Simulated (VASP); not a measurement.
Runs of VASP 6.6.1 on Os. The structure is that of space group Pm-3m (No. 221), or close to it. The cells are those of the table. 

```csv
task,cell,cutoff (eV),gap on the mesh (eV),pressure (GPa)
relaxation of cell and atoms,"relaxed from a = 2.490 Å, 1 atom",600,none,0.1
relaxation of cell and atoms,"relaxed to 20 GPa from a = 2.490 Å, 1 atom",600,none,20.0
single point,"a = 2.528 Å, 1 atom",520,none,9.9
single point,"a = 2.482 Å, 1 atom",520,none,(a)
relaxation of cell and atoms,"relaxed to 10 GPa from a = 2.490 Å, 1 atom",600,none,9.9
single point,"a = 2.504 Å, 1 atom",520,none,20.0
single point,"a = 2.557 Å, 1 atom",520,none,-0.3
relaxation of cell and atoms,"relaxed to 30 GPa from a = 2.490 Å, 1 atom",600,none,29.9
```

Alike in all rows: level PBE; potentials or basis VASP PAW PBE potentials, release 64 (Os); no spin polarisation; k mesh 16 × 16 × 16; smearing fermi-dirac 0.1 eV.

Q: Fill in the values left out.

A: (a) 30.1.

Caveats: spin-orbit coupling is left out, which moves the levels of the heavy elements; the cell is relaxed towards a set pressure, so the enthalpy falls and the energy may rise (some runs).

A k mesh can miss the band edges, and the runs leave out spin-orbit coupling on Os.

A gap of «none» marks levels without a gap at the run's occupations.
